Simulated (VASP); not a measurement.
# WC in VASP: further runs

The runs below take WC through single point, relaxation of cell and atoms, with PBE+U.

Everything below comes from runs of VASP 6.6.1. Logs are shortened: lines on timing, memory, paths and dates and some standing lists are left out, and cuts for length are marked.

## Step 1: The cell of the first run

The typed cell holds 4 atoms: a = 4.080 Å, b = 2.928 Å, c = 4.080 Å, α = 111.02°, β = 88.43°, γ = 111.02°.

## Step 2: Single point, PBE+U

Input file INCAR:

```
SYSTEM = WC
PREC = Accurate
ENCUT = 520
EDIFF = 1E-7
ISMEAR = 1
SIGMA = 0.1057
LREAL = .False.
LASPH = .True.
NELM = 150
ALGO = Normal
ISIF = 2
LWAVE = .False.
LCHARG = .False.
LMAXMIX = 4
LDAU = .True.
LDAUTYPE = 1
LDAUL = 2 -1
LDAUU = 4.66 0
LDAUJ = 0.92 0
LDAUPRINT = 1
GGA = PE
NBANDS = 26
```

Input file KPOINTS:

```
Automatic mesh
0
Gamma
  7 7 7
  0 0 0
```

Input file POSCAR:

```
WC
1.0
   -2.9245067245      0.0017485001     -2.8455201652
    1.4637676078     -2.5353198671      0.0000000000
   -2.9245067245      0.0017485001      2.8455201652
W C
2 2
Direct
    0.0001174988      0.0001174988      0.0001174988
    0.5001174988      0.0001174988      0.5001174988
    0.9165475012      0.6665475012      0.4165475012
    0.4165475012      0.6665475012      0.9165475012
```

Potentials or basis: VASP PAW PBE potentials, release 64 (W_sv, C).

The run is started by

```sh
$ cat potpaw_PBE.64/W_sv/POTCAR potpaw_PBE.64/C/POTCAR > POTCAR
$ mpirun -np 1 vasp_std > vasp.out
```

OUTCAR:

```text
SYSTEM = WC
   PREC = Accurate
   ENCUT = 520
   EDIFF = 1E-7
   ISMEAR = 1
   LREAL = .False.
   LASPH = .True.
   NELM = 150
   ISIF = 2
   GGA = PE

 ion  position               nearest neighbor table
   1  0.000  0.000  0.000-   3 2.21   4 2.21   3 2.21   4 2.21   3 2.21   4 2.21   2 2.85   2 2.85
                             2 2.92   2 2.92   2 2.92   2 2.92
   2  0.500  0.000  0.500-   3 2.21   4 2.21   3 2.21   4 2.21   4 2.21   3 2.21   1 2.85   1 2.85
                             1 2.92   1 2.92   1 2.92   1 2.92
   3  0.917  0.667  0.417-   1 2.21   2 2.21   1 2.21   2 2.21   2 2.21   1 2.21
   4  0.417  0.667  0.917-   1 2.21   2 2.21   1 2.21   2 2.21   1 2.21   2 2.21

  LATTYP: Found a body centered orthorhombic cell.
 ALAT       =     2.9275352155
 B/A-ratio  =     1.7296617670
 C/A-ratio  =     1.9439698967

  Lattice vectors:

 A1 = (  -2.9245067245,   0.0017485001,  -2.8455201652)
 A2 = (   2.9245067245,  -0.0017485001,  -2.8455201652)
 A3 = (  -1.4607391167,  -2.5335713670,   2.8455201652)

Analysis of symmetry for initial positions (statically):
=====================================================================
 Subroutine PRICEL returns following result:

  LATTYP: Found a base centered orthorhombic cell.
 ALAT       =     2.9275352155
 B/A-ratio  =     1.7296617670
 C/A-ratio  =     0.9719849483

  Lattice vectors:

 A1 = (   1.4607391167,   2.5335713670,   0.0000000000)
 A2 = (  -2.9245067245,   0.0017485001,   0.0000000000)
 A3 = (   0.0000000000,   0.0000000000,   2.8455201652)

   2 primitive cells build up your supercell.

 Routine SETGRP: Setting up the symmetry group for a
 body centered orthorhombic supercell.

 Subroutine GETGRP returns: Found  4 space group operations
 (whereof  4 operations were pure point group operations)
 out of a pool of  8 trial point group operations.

The static configuration has the point symmetry C_2v.

Analysis of symmetry for dynamics (positions and initial velocities):
=====================================================================
 Subroutine PRICEL returns following result:

  LATTYP: Found a base centered orthorhombic cell.
[... 195 lines left out ...]

 onsite density matrix

spin component  1

  0.3358  0.0000 -0.0002 -0.0000 -0.0012
  0.0000  0.3157  0.0000 -0.0001  0.0000
 -0.0002  0.0000  0.3608  0.0000 -0.0001
 -0.0000 -0.0001  0.0000  0.3155 -0.0000
 -0.0012  0.0000 -0.0001 -0.0000  0.3372

spin component  2

  0.3358  0.0000 -0.0002 -0.0000 -0.0012
  0.0000  0.3157  0.0000 -0.0001  0.0000
 -0.0002  0.0000  0.3608  0.0000 -0.0001
 -0.0000 -0.0001  0.0000  0.3155 -0.0000
 -0.0012  0.0000 -0.0001 -0.0000  0.3372

 occupancies and eigenvectors

  o =  0.3154  v =  0.0000  0.5000 -0.0000  0.8660  0.0000  0.0000  0.0000  0.0000  0.0000  0.0000      0.0000  0.0000  0.0000  0.0000  0.0000  0.0000  0.0000  0.0000  0.0000  0.0000
  o =  0.3154  v =  0.0000  0.0000  0.0000  0.0000  0.0000  0.0000  0.5000 -0.0000  0.8660  0.0000      0.0000  0.0000  0.0000  0.0000  0.0000  0.0000  0.0000  0.0000  0.0000  0.0000
  o =  0.3157  v = -0.0000  0.8660 -0.0000 -0.5000  0.0000  0.0000  0.0000  0.0000  0.0000  0.0000      0.0000  0.0000  0.0000  0.0000  0.0000  0.0000  0.0000  0.0000  0.0000  0.0000
  o =  0.3157  v =  0.0000  0.0000  0.0000  0.0000  0.0000 -0.0000  0.8660 -0.0000 -0.5000  0.0000      0.0000  0.0000  0.0000  0.0000  0.0000  0.0000  0.0000  0.0000  0.0000  0.0000
  o =  0.3351  v =  0.0000  0.0000  0.0000  0.0000  0.0000 -0.8660 -0.0000 -0.0082  0.0000 -0.5000      0.0000  0.0000  0.0000  0.0000  0.0000  0.0000  0.0000  0.0000  0.0000  0.0000
  o =  0.3351  v = -0.8660 -0.0000 -0.0082  0.0000 -0.5000  0.0000  0.0000  0.0000  0.0000  0.0000      0.0000  0.0000  0.0000  0.0000  0.0000  0.0000  0.0000  0.0000  0.0000  0.0000
  o =  0.3378  v = -0.5000 -0.0000  0.0000  0.0000  0.8660  0.0000  0.0000  0.0000  0.0000  0.0000      0.0000  0.0000  0.0000  0.0000  0.0000  0.0000  0.0000  0.0000  0.0000  0.0000
  o =  0.3378  v =  0.0000  0.0000  0.0000  0.0000  0.0000 -0.5000 -0.0000  0.0000  0.0000  0.8660      0.0000  0.0000  0.0000  0.0000  0.0000  0.0000  0.0000  0.0000  0.0000  0.0000
  o =  0.3608  v =  0.0071 -0.0000 -1.0000  0.0000  0.0041  0.0000  0.0000  0.0000  0.0000  0.0000      0.0000  0.0000  0.0000  0.0000  0.0000  0.0000  0.0000  0.0000  0.0000  0.0000
  o =  0.3608  v =  0.0000  0.0000  0.0000  0.0000  0.0000  0.0071 -0.0000 -1.0000  0.0000  0.0041      0.0000  0.0000  0.0000  0.0000  0.0000  0.0000  0.0000  0.0000  0.0000  0.0000

 number of electron      35.9999997 magnetization

 Free energy of the ion-electron system (eV)
  ---------------------------------------------------
  ext. energy  EPLUGINS =         0.00000000
  ---------------------------------------------------
  free energy    TOTEN  =       -36.53539328 eV

  energy without entropy =      -36.53565798  energy(sigma->0) =      -36.53548151

 E-fermi :  11.2028     XC(G=0): -13.7197

 val. band max:       11.2026122191   @ k =  -0.1429   0.0000   0.1429
 cond. band min:      11.2188328402   @ k =   0.0000   0.0000   0.0000
 fundamental gap:      0.0162206211
 Fermi energy:        11.2028349486

 k-point     1 :       0.0000    0.0000    0.0000
  band No.  band energies     occupation
      1     -63.4605      2.00000
      2     -63.3704      2.00000
      3     -27.9669      2.00000
      4     -27.9520      2.00000
      5     -27.4275      2.00000
      6     -27.4051      2.00000
[... 685 lines left out ...]
     25      17.9943      0.00000
     26      19.3605      0.00000

 [... further k-points ...]
[... 5 lines left out ...]
  --------------------------------------------------------------------------------------
  -------------------------------------------------------------------------------------
  Total        1.9610671      1.9699267      2.7856967     -0.0076726      0.0000000      0.0000000
  in kB       74.4862194     74.8227287    105.8077085     -0.2914256      0.0000000      0.0000000
  external PRESSURE =      85.0388855 kB  Pullay stress =       0.0000000 kB

 VOLUME and BASIS-vectors are now :
 -----------------------------------------------------------------------------
  energy-cutoff  :      520.00
  volume of cell :       42.18
      direct lattice vectors                 reciprocal lattice vectors
    -2.924506725  0.001748500 -2.845520165    -0.171028040 -0.098743085 -0.175714798
     1.463767608 -2.535319867  0.000000000    -0.000235901 -0.394563746  0.000000000
    -2.924506725  0.001748500  2.845520165    -0.171028040 -0.098743085  0.175714798

 POSITION                                       TOTAL-FORCE (eV/Angst)
 -----------------------------------------------------------------------------------
     -0.00052     -0.00030      0.00000         0.003146      0.001816      0.000000
     -2.92502      0.00145      0.00000         0.003146      0.001816      0.000000
     -2.92297     -1.68758     -1.42276        -0.003146     -0.001816      0.000000
     -2.92297     -1.68758      1.42276        -0.003146     -0.001816      0.000000
 -----------------------------------------------------------------------------------
    total drift:                               -0.000017     -0.000006     -0.000000

  FREE ENERGIE OF THE ION-ELECTRON SYSTEM (eV)
  ---------------------------------------------------
  free  energy   TOTEN  =       -36.5353932806 eV

  energy  without entropy=      -36.5356579824  energy(sigma->0) =      -36.53548151
```

OSZICAR:

```text
N       E                     dE             d eps       ncg     rms          rms(c)
DAV:   1     0.351122767597E+03    0.35112E+03   -0.19350E+04  3360   0.157E+03
DAV:   2    -0.254646336630E+02   -0.37659E+03   -0.36633E+03  3686   0.464E+02
DAV:   3    -0.431731368983E+02   -0.17709E+02   -0.17432E+02  3970   0.960E+01
DAV:   4    -0.434699045739E+02   -0.29677E+00   -0.29585E+00  3914   0.124E+01
DAV:   5    -0.434728063864E+02   -0.29018E-02   -0.29004E-02  4034   0.135E+00    0.437E+01
DAV:   6    -0.366783143117E+02    0.67945E+01   -0.21254E+01  3876   0.333E+01    0.109E+01
DAV:   7    -0.365935074832E+02    0.84807E-01   -0.93494E-01  3694   0.612E+00    0.707E+00
DAV:   8    -0.365387125315E+02    0.54795E-01   -0.17223E-01  3748   0.248E+00    0.107E+00
DAV:   9    -0.365355701555E+02    0.31424E-02   -0.14678E-02  3650   0.604E-01    0.273E-01
DAV:  10    -0.365354183890E+02    0.15177E-03   -0.12897E-03  3780   0.290E-01    0.132E-01
DAV:  11    -0.365353956346E+02    0.22754E-04   -0.98073E-05  3762   0.610E-02    0.161E-02
DAV:  12    -0.365353932444E+02    0.23902E-05   -0.88452E-06  3778   0.206E-02    0.193E-03
DAV:  13    -0.365353933663E+02   -0.12183E-06   -0.26860E-07  3170   0.407E-03    0.740E-04
DAV:  14    -0.365353932588E+02    0.10749E-06   -0.25211E-08  1804   0.139E-03    0.250E-04
DAV:  15    -0.365353932806E+02   -0.21840E-07   -0.41886E-09  1782   0.605E-04
   1 F= -.36535393E+02 E0= -.36535482E+02  d E =0.264702E-03
```

stdout:

```text
POSCAR found type information on POSCAR W C
 POSCAR found :  2 types and       4 ions
 scaLAPACK will be used
 LDA part: xc-table for (Slater+PW92), standard interpolation
 POSCAR, INCAR and KPOINTS ok, starting setup
 FFT: planning ... GRIDC
 FFT: planning ... GRID_SOFT
 FFT: planning ... GRID
 WAVECAR not read
 entering main loop
```

Wall time 38 s (1 thread of Intel Xeon Platinum 8488C (Sapphire Rapids), shared host); peak memory 0.19 GiB.

What came out:

* Free energy: -36.5354 eV
* Pressure: 8.5 GPa
* Largest force: 0.004 eV/Å
* Band gap on the k mesh: zero (band 18 reaches 11.52 eV, above the bottom of band 19 at 10.76 eV)

Forces on the atoms (eV/Å):
```
W    0.003  0.002  0.000
W    0.003  0.002  0.000
C   -0.003 -0.002  0.000
C   -0.003 -0.002  0.000
```

Eigenvalues of the final occupation matrices:
```
    site  spin  trace               eigenvalues
site 1 d     1   1.66  0.32 0.32 0.34 0.34 0.36
site 1 d     2   1.66  0.32 0.32 0.34 0.34 0.36
site 2 d     1   1.66  0.32 0.32 0.34 0.34 0.36
site 2 d     2   1.66  0.32 0.32 0.34 0.34 0.36
```

Caveat: spin-orbit coupling is left out, which moves the levels of the heavy elements; U without spin polarisation on a metal has little footing; the U is typed as a test and isn't derived for this compound.

(Continued in part 2 of 2.)
